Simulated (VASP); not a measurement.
# Nb (Im-3m) in VASP: settings compared

Nb is run at these levels: PBE0, HSE06; tasks: single point.

All numbers are computed with VASP 6.6.1; they aren't measurements. Logs are shortened: lines on timing, memory, paths and dates and some standing lists are left out, and cuts for length are marked.

**1. The cell of the first run**

It takes space group Im-3m (No. 229, cubic). The conventional cell has a = 3.350 Å, b = 3.350 Å, c = 3.350 Å, α = 90.00°, β = 90.00°, γ = 90.00°. Within 3.8 Å of Nb (site symmetry m-3m) lie 14 Nb at 2.90 to 3.35 Å.

**2. Single point, PBE0**

Contents of POSCAR:

```
Nb
1.0
   -1.6749698576      1.6749698576      1.6749698576
    1.6749698576     -1.6749698576      1.6749698576
    1.6749698576      1.6749698576     -1.6749698576
Nb
1
Direct
    0.0000000000      0.0000000000      0.0000000000
```

Contents of INCAR.step1:

```
PREC = Accurate
ENCUT = 400
EDIFF = 1E-5
ISMEAR = -1
SIGMA = 0.05
LREAL = F
LASPH = T
NELM = 120
ALGO = Normal
ISIF = 2
LWAVE = T
GGA = PE
NBANDS = 12
GGA_COMPAT = F
```

Contents of INCAR.step2:

```
PREC = Accurate
ENCUT = 400
EDIFF = 1E-6
ISMEAR = -1
SIGMA = 0.05
LREAL = F
LASPH = T
NELM = 120
ALGO = Normal
ISIF = 2
LWAVE = F
LCHARG = T
GGA = PE
LHFCALC = T
AEXX = 0.25
PRECFOCK = Normal
LELF = T
LVHAR = T
ISTART = 1
NBANDS = 12
GGA_COMPAT = F
```

Contents of KPOINTS:

```
Automatic mesh
0
Gamma
  6 6 6
```

Potentials or basis: VASP PAW PBE potentials, release 64 (Nb_sv).

The run is started by

```console
$ cat potpaw_PBE.64/Nb_sv/POTCAR > POTCAR
$ cp INCAR.step1 INCAR
$ mpirun -np 1 vasp_std > vasp.out
$ cp INCAR.step2 INCAR
$ mpirun -np 1 vasp_std > vasp.out
```

OUTCAR:

```text
PREC = Accurate
   ENCUT = 400
   EDIFF = 1E-6
   ISMEAR = -1
   LREAL = F
   LASPH = T
   NELM = 120
   ISIF = 2
   GGA = PE
   LHFCALC = T
   AEXX = 0.25
   PRECFOCK = Normal
   ISTART = 1

 ion  position               nearest neighbor table
   1  0.000  0.000  0.000-

  LATTYP: Found a body centered cubic cell.
 ALAT       =     3.3499397152

  Lattice vectors:

 A1 = (  -1.6749698576,   1.6749698576,   1.6749698576)
 A2 = (   1.6749698576,  -1.6749698576,   1.6749698576)
 A3 = (   1.6749698576,   1.6749698576,  -1.6749698576)

Analysis of symmetry for initial positions (statically):
=====================================================================
 Subroutine PRICEL returns:
 Original cell was already a primitive cell.

 Routine SETGRP: Setting up the symmetry group for a
 body centered cubic supercell.

 Subroutine GETGRP returns: Found 48 space group operations
 (whereof 48 operations were pure point group operations)
 out of a pool of 48 trial point group operations.

The static configuration has the point symmetry O_h .

Analysis of symmetry for dynamics (positions and initial velocities):
=====================================================================
 Subroutine PRICEL returns:
 Original cell was already a primitive cell.

 Routine SETGRP: Setting up the symmetry group for a
 body centered cubic supercell.

 Subroutine GETGRP returns: Found 48 space group operations
 (whereof 48 operations were pure point group operations)
 out of a pool of 48 trial point group operations.

The dynamic configuration has the point symmetry O_h .

 Subroutine INISYM returns: Found 48 space group operations
 (whereof 48 operations are pure point group operations),
 and found     1 'primitive' translations

----------------------------------------------------------------------------------------

                                     Primitive cell

  volume of cell :      18.7967

  direct lattice vectors                    reciprocal lattice vectors
    -1.674969858  1.674969858  1.674969858     0.000000000  0.298512835  0.298512835
     1.674969858 -1.674969858  1.674969858     0.298512835  0.000000000  0.298512835
     1.674969858  1.674969858 -1.674969858     0.298512835  0.298512835  0.000000000

  length of vectors
     2.901132895  2.901132895  2.901132895     0.422160899  0.422160899  0.422160899

  position of ions in fractional coordinates (direct lattice)
     0.000000000  0.000000000  0.000000000

  ion indices of the primitive-cell ions
   primitive index   ion index
                 1           1

----------------------------------------------------------------------------------------

 KPOINTS: Automatic mesh

Automatic generation of k-mesh.
 Grid dimensions read from file:
 generate k-points for:    6    6    6

 Generating k-lattice:

  Cartesian coordinates                     Fractional coordinates (reciprocal lattice)
     0.000000000  0.049752139  0.049752139     0.166666667  0.000000000  0.000000000
     0.049752139  0.000000000  0.049752139     0.000000000  0.166666667  0.000000000
     0.049752139  0.049752139  0.000000000     0.000000000  0.000000000  0.166666667

  Length of vectors
     0.070360150  0.070360150  0.070360150

  Shift w.r.t. Gamma in fractional coordinates (k-lattice)
     0.000000000  0.000000000  0.000000000

 Subroutine IBZKPT returns following result:
 ===========================================

 Found     16 irreducible k-points:

 Following reciprocal coordinates:
            Coordinates               Weight
  0.000000  0.000000  0.000000      1.000000
  0.166667  0.000000  0.000000     12.000000
  0.333333  0.000000  0.000000     12.000000
  0.500000  0.000000  0.000000      6.000000
  0.166667  0.166667  0.000000     24.000000
  0.333333  0.166667  0.000000     48.000000
[... 8 lines left out ...]
  0.500000  0.500000  0.333333     12.000000
  0.500000  0.500000  0.500000      1.000000
   k-points           NKPTS =     16   k-points in BZ     NKDIM =    216   number of bands    NBANDS=     12
   number of dos      NEDOS =    301   number of ions     NIONS =      1
   total plane-waves  NPLWV =   8000
   dimension x,y,z NGX =    20 NGY =   20 NGZ =   20
   dimension x,y,z NGXF=    40 NGYF=   40 NGZF=   40
   ions per type =               1
   NGX,Y,Z   is equivalent  to a cutoff of  11.46, 11.46, 11.46 a.u.
   NGXF,Y,Z  is equivalent  to a cutoff of  22.92, 22.92, 22.92 a.u.
 SYSTEM =  unknown system
   PREC   = accura    normal or accurate (medium, high low for compatibility)
   ISTART =      1    job   : 0-new  1-cont  2-samecut
   ICHARG =      0    charge: 1-file 2-atom 10-const
   ISPIN  =      1    spin polarized calculation?
   LNONCOLLINEAR =      F non collinear calculations
   LSORBIT =      F    spin-orbit coupling
   LASPH  =      T    aspherical Exc in radial PAW
   ENCUT  =  400.0 eV  29.40 Ry    5.42 a.u.   4.73  4.73  4.73*2*pi/ulx,y,z
   NELM   =    120;   NELMIN=  2; NELMDL=  0     # of ELM steps
   EDIFF  = 0.1E-05   stopping-criterion for ELM
   LREAL  =      F    real-space projection
   EDIFFG = 0.1E-04   stopping-criterion for IOM
   NSW    =      0    number of steps for IOM
   IBRION =     -1    ionic relax: 0-MD 1-quasi-New 2-CG
   NFREE  =      0    steps in history (QN), initial steepest desc. (CG)
   ISIF   =      2    stress and relaxation
   ISYM   =      3    0-nonsym 1-usesym 2-fastsym
   POTIM  = 0.5000    time-step for ionic-motion
   TEBEG  =    0.0;   TEEND  =   0.0 temperature during run
   PSTRESS=    0.0 pullay stress
   NELECT =      13.0000    total number of electrons
   NUPDOWN=      -1.0000    fix difference up-down
   EMIN   =  10.00;   EMAX   =-10.00  energy-range for DOS
   EFERMI =   0.00;   METHOD = LEGACY
   ISMEAR =    -1;   SIGMA  =   0.05  broadening in eV -4-tet -1-fermi 0-gaus
   EFERMI_NEDOS =   21; number of points for ismear=-14 and -15
   IALGO  =     38    algorithm
   IMIX   =      1    mixing-type and parameters
     AMIX     =   0.40;   BMIX     =  1.00
     AMIX_MAG =   1.60;   BMIX_MAG =  1.00
  volume/ion in A,a.u.               =      18.80       126.85
  Fermi-wavevector in a.u.,A,eV,Ry     =   1.447757  2.735864 28.517809  2.096000
  Thomas-Fermi vector in A             =   2.565675
   LORBIT       =      0    0 simple, 1 ext, 2 COOP (PROOUT), +10 PAW based schemes
   GGA     = PE    functional components
   LHFCALC =     T    Hartree Fock is set to
   PRECFOCK=normal    Normal, Fast or Accurate (Low or Medium for compatibility)
   ENCUT4O =  -1.0   cutoff for four orbital integrals eV
   NKREDX  =     1    reduce k-point grid by
   NKREDY  =     1    reduce k-point grid by
   NKREDZ  =     1    reduce k-point grid by
   AEXX    =    0.2500 exact exchange contribution
   HFSCREEN=    0.0000 screening length (either q_TF or 0.3 A-1)
   HFSCREENC=   0.0000 screening length for correlation (either q_TF or 0.3 A-1)
   ENCUTFOCK=  -1.0 apply spherical cutoff to Coloumb kernel
   IVDW    =     0    specifies the selected vdW correction
   LEPSILON=     F    determine dielectric tensor
   LRPA    =     F    only Hartree local field effects (RPA)
 non-spin polarized calculation
  energy-cutoff  :      400.00
  volume of cell :       18.80
 maximum number of plane-waves:       370
  NGX = 16; NGY = 16; NGZ = 16

 number of electron      13.0000002 magnetization

 Free energy of the ion-electron system (eV)
  ---------------------------------------------------
  ext. energy  EPLUGINS =         0.00000000
  ---------------------------------------------------
  free energy    TOTEN  =       -12.88387483 eV

  energy without entropy =      -12.87862820  energy(sigma->0) =      -12.88125152

 E-fermi :  10.7603     XC(G=0):  -9.6461

 val. band max:       10.1044314485   @ k =   0.1667   0.0000   0.0000
 cond. band min:      10.8960825430   @ k =   0.3333   0.1667   0.0000
 fundamental gap:      0.7916510945
 Fermi energy:        10.7603136493

 k-point     1 :       0.0000    0.0000    0.0000
  band No.  band energies     occupation
      1     -48.1246      2.00000
      2     -22.0026      2.00000
      3     -22.0026      2.00000
      4     -22.0026      2.00000
      5       3.2819      2.00000
      6      11.5003      0.00000
      7      11.5003      0.00000
      8      11.5003      0.00000
      9      14.9575      0.00000
     10      14.9575      0.00000
     11      25.8309      0.00000
     12      25.8309      0.00000

 k-point     2 :       0.1667    0.0000    0.0000
  band No.  band energies     occupation
      1     -48.0663      2.00000
      2     -22.3701      2.00000
      3     -22.1147      2.00000
      4     -22.0065      2.00000
      5       4.4335      2.00000
      6      10.1044      2.00000
      7      11.1057      0.00200
      8      12.6747      0.00000
      9      14.2741      0.00000
     10      14.9456      0.00000
     11      26.4262      0.00000
     12      27.6810      0.00000

 k-point     3 :       0.3333    0.0000    0.0000
  band No.  band energies     occupation
      1     -47.9476      2.00000
      2     -23.0566      2.00000
      3     -22.3265      2.00000
      4     -22.0105      2.00000
      5       6.0370      2.00000
      6       8.7605      2.00000
      7      11.1225      0.00143
      8      14.6348      0.00000
      9      15.2339      0.00000
     10      15.6189      0.00000
     11      24.6671      0.00000
     12      25.8605      0.00000
[... 166 lines left out ...]
 k-point    15 :       0.5000    0.5000    0.3333
  band No.  band energies     occupation
      1     -47.7645      2.00000
      2     -23.0421      2.00000
      3     -22.8063      2.00000
      4     -22.7102      2.00000
      5       6.7760      2.00000
      6       7.0393      2.00000
      7      13.6593      0.00000
      8      14.0814      0.00000
      9      17.2643      0.00000
     10      19.9998      0.00000
     11      21.8762      0.00000
     12      23.4489      0.00000

 k-point    16 :       0.5000    0.5000    0.5000
  band No.  band energies     occupation
      1     -47.7231      2.00000
      2     -22.9253      2.00000
      3     -22.9253      2.00000
      4     -22.9253      2.00000
      5       6.0922      2.00000
      6       6.0922      2.00000
      7      17.0740      0.00000
      8      17.0740      0.00000
      9      17.0740      0.00000
     10      20.2970      0.00000
     11      20.2970      0.00000
     12      20.2970      0.00000

------------------------ aborting loop because EDIFF is reached ----------------------------------------

  FORCE on cell =-STRESS in cart. coord.  units (eV):
  Direction    XX          YY          ZZ          XY          YZ          ZX
  --------------------------------------------------------------------------------------
  -------------------------------------------------------------------------------------
  Total       -1.5523657     -1.5523657     -1.5523657      0.0000000     -0.0000000      0.0000000
  in kB     -132.3194373   -132.3194373   -132.3194373      0.0000000     -0.0000000      0.0000000
  external PRESSURE =    -132.3194373 kB  Pullay stress =       0.0000000 kB

 VOLUME and BASIS-vectors are now :
 -----------------------------------------------------------------------------
  energy-cutoff  :      400.00
  volume of cell :       18.80
      direct lattice vectors                 reciprocal lattice vectors
    -1.674969858  1.674969858  1.674969858     0.000000000  0.298512835  0.298512835
     1.674969858 -1.674969858  1.674969858     0.298512835  0.000000000  0.298512835
     1.674969858  1.674969858 -1.674969858     0.298512835  0.298512835  0.000000000

 POSITION                                       TOTAL-FORCE (eV/Angst)
 -----------------------------------------------------------------------------------
      0.00000      0.00000      0.00000         0.000000      0.000000     -0.000000
 -----------------------------------------------------------------------------------
    total drift:                                0.000000      0.000000      0.000000

  FREE ENERGIE OF THE ION-ELECTRON SYSTEM (eV)
  ---------------------------------------------------
  free  energy   TOTEN  =       -12.8838748349 eV

  energy  without entropy=      -12.8786281983  energy(sigma->0) =      -12.88125152
```

Run time: 12 min. Hardware: 1 thread of Intel Xeon 8259CL, shared host; peak memory 0.13 GiB.

Results:

```
Free energy            : -12.8839 eV
Pressure               : -13.2 GPa
Band gap on the k mesh : zero (an odd number of electrons rules out a gap without spin polarisation)
```

Caveat: the k points lie up to 0.44 Å⁻¹ apart, too coarse for converged energies and pressures of a metal; the PAW data sets were made with another functional, which shifts forces and pressure a little.

**3. Single point, HSE06**

This run uses another cell than the first one, of 19.17 Å³/atom.

Contents of POSCAR:

```
Nb
1.0
   -1.6858465900      1.6858465900      1.6858465900
    1.6858465900     -1.6858465900      1.6858465900
    1.6858465900      1.6858465900     -1.6858465900
Nb
1
Direct
    0.0000000000      0.0000000000      0.0000000000
```

Contents of INCAR.step1:

```
  PREC = Accurate
  ENCUT = 400
  EDIFF = 1E-5
  ISMEAR = -1
  SIGMA = 0.05
  LREAL = False
  LASPH = True
  NELM = 120
  ALGO = Normal
  ISIF = 2
  LWAVE = True
  GGA = PE
  NBANDS = 12
  GGA_COMPAT = False
```

Contents of INCAR.step2:

```
  PREC = Accurate
  ENCUT = 400
  EDIFF = 1E-6
  ISMEAR = -1
  SIGMA = 0.05
  LREAL = False
  LASPH = True
  NELM = 120
  ALGO = Normal
  ISIF = 2
  LWAVE = False
  LCHARG = True
  GGA = PE
  LHFCALC = True
  HFSCREEN = 0.2079
  PRECFOCK = Normal
  LELF = True
  LVHAR = True
  ISTART = 1
  NBANDS = 12
  GGA_COMPAT = False
```

Contents of KPOINTS:

```
regular mesh
0
Gamma
  6 6 6
```

Potentials or basis: VASP PAW PBE potentials, release 64 (Nb_sv).

The run is started by

```console
$ cat potpaw_PBE.64/Nb_sv/POTCAR > POTCAR
$ cp INCAR.step1 INCAR
$ mpirun -np 1 vasp_std > vasp.out
$ cp INCAR.step2 INCAR
$ mpirun -np 1 vasp_std > vasp.out
```

Wall time 12 min (1 thread of Intel Xeon 8259CL, shared host); peak memory 0.23 GiB.

Results (log left out):

- Free energy: -11.7230 eV
- Pressure: -15.0 GPa
- Band gap on the k mesh: zero (an odd number of electrons rules out a gap without spin polarisation)

Levels at points of the mesh, in eV from the Fermi level:
```
           k point  band 2  band 3  band 4  band 5  band 6  band 7  band 8  band 9  band 10  band 11
(0.00, 0.00, 0.00)  -32.20  -32.20  -32.20   -6.77    0.64    0.64    0.64    3.94     3.94    14.85
(0.50, 0.00, 0.00)  -33.49  -32.59  -32.20   -4.08   -1.83    1.98    3.87    4.57     6.77    12.12
(0.50, 0.50, 0.50)  -33.06  -33.06  -33.06   -3.90   -3.90    5.98    5.98    5.98     9.20     9.20
```

Caveat: the k points lie up to 0.44 Å⁻¹ apart, too coarse for converged energies and pressures of a metal; the PAW data sets were made with another functional, which shifts forces and pressure a little.

**4. Single point, PBE0**

This run uses another cell than the first one, of 19.17 Å³/atom.

POSCAR is that of step 3.

Contents of INCAR.step1:

```
SYSTEM = Nb
PREC = Accurate ; ENCUT = 400
EDIFF = 1E-5 ; ISMEAR = -1
SIGMA = 0.05 ; LREAL = .FALSE.
LASPH = .TRUE. ; NELM = 120
ALGO = Normal ; ISIF = 2
LWAVE = .TRUE. ; LCHARG = .FALSE.
NBANDS = 12 ; GGA = PE
GGA_COMPAT = .FALSE.
```

Contents of INCAR.step2:

```
SYSTEM = Nb
PREC = Accurate ; ENCUT = 400
EDIFF = 1E-6 ; ISMEAR = -1
SIGMA = 0.05 ; LREAL = .FALSE.
LASPH = .TRUE. ; NELM = 120
ALGO = Normal ; ISIF = 2
LWAVE = .FALSE. ; LCHARG = .FALSE.
GGA = PE ; LHFCALC = .TRUE.
AEXX = 0.25 ; PRECFOCK = Normal
NBANDS = 12 ; ISTART = 1
GGA_COMPAT = .FALSE.
```

Contents of KPOINTS:

```
Automatic mesh
0
G
  6 6 6
  0 0 0
```

Potentials or basis: VASP PAW PBE potentials, release 64 (Nb_sv).

The run is started by

```console
$ cat potpaw_PBE.64/Nb_sv/POTCAR > POTCAR
$ cp INCAR.step1 INCAR
$ mpirun -np 1 vasp_std > vasp.out
$ cp INCAR.step2 INCAR
$ mpirun -np 1 vasp_std > vasp.out
```

OUTCAR:

```text
SYSTEM = Nb
   PREC = Accurate
   ENCUT = 400
   EDIFF = 1E-6
   ISMEAR = -1
   LREAL = .FALSE.
   LASPH = .TRUE.
   NELM = 120
   ISIF = 2
   GGA = PE
   LHFCALC = .TRUE.
   AEXX = 0.25
   PRECFOCK = Normal
   ISTART = 1

 ion  position               nearest neighbor table
   1  0.000  0.000  0.000-

  LATTYP: Found a body centered cubic cell.
 ALAT       =     3.3716931800

  Lattice vectors:

[... 416 lines left out ...]
      9      16.6801      0.00000
     10      19.8707      0.00000
     11      19.8707      0.00000
     12      19.8707      0.00000

------------------------ aborting loop because EDIFF is reached ----------------------------------------

  FORCE on cell =-STRESS in cart. coord.  units (eV):
  Direction    XX          YY          ZZ          XY          YZ          ZX
  --------------------------------------------------------------------------------------
  -------------------------------------------------------------------------------------
  Total       -1.8962423     -1.8962423     -1.8962423     -0.0000000      0.0000000      0.0000000
  in kB     -158.5222620   -158.5222620   -158.5222620     -0.0000000      0.0000000      0.0000000
  external PRESSURE =    -158.5222620 kB  Pullay stress =       0.0000000 kB

 VOLUME and BASIS-vectors are now :
 -----------------------------------------------------------------------------
  energy-cutoff  :      400.00
  volume of cell :       19.17
      direct lattice vectors                 reciprocal lattice vectors
    -1.685846590  1.685846590  1.685846590     0.000000000  0.296586892  0.296586892
     1.685846590 -1.685846590  1.685846590     0.296586892  0.000000000  0.296586892
     1.685846590  1.685846590 -1.685846590     0.296586892  0.296586892  0.000000000

 POSITION                                       TOTAL-FORCE (eV/Angst)
 -----------------------------------------------------------------------------------
      0.00000      0.00000      0.00000         0.000000      0.000000      0.000000
 -----------------------------------------------------------------------------------
    total drift:                                0.000000     -0.000000     -0.000001

  FREE ENERGIE OF THE ION-ELECTRON SYSTEM (eV)
  ---------------------------------------------------
  free  energy   TOTEN  =       -12.8516527753 eV

  energy  without entropy=      -12.8464201663  energy(sigma->0) =      -12.84903647
```

OUTCAR.step1:

```text
SYSTEM = Nb
   PREC = Accurate
   ENCUT = 400
   EDIFF = 1E-5
   ISMEAR = -1
   LREAL = .FALSE.
[... 446 lines left out ...]
 -----------------------------------------------------------------------------------
      0.00000      0.00000      0.00000        -0.000000      0.000000      0.000000
 -----------------------------------------------------------------------------------
    total drift:                                0.000000     -0.000000      0.000000

  FREE ENERGIE OF THE ION-ELECTRON SYSTEM (eV)
  ---------------------------------------------------
  free  energy   TOTEN  =       -10.1593220342 eV

  energy  without entropy=      -10.1484618345  energy(sigma->0) =      -10.15389193
```

Wall time 12 min (1 thread of Intel Xeon 8259CL, shared host); peak memory 0.13 GiB.

What came out:

```
Free energy            : -12.8517 eV
Pressure               : -15.9 GPa
Band gap on the k mesh : zero (an odd number of electrons rules out a gap without spin polarisation)
```

Caveat: the k points lie up to 0.44 Å⁻¹ apart, too coarse for converged energies and pressures of a metal; the PAW data sets were made with another functional, which shifts forces and pressure a little.

(Continued in part 2 of 2.)
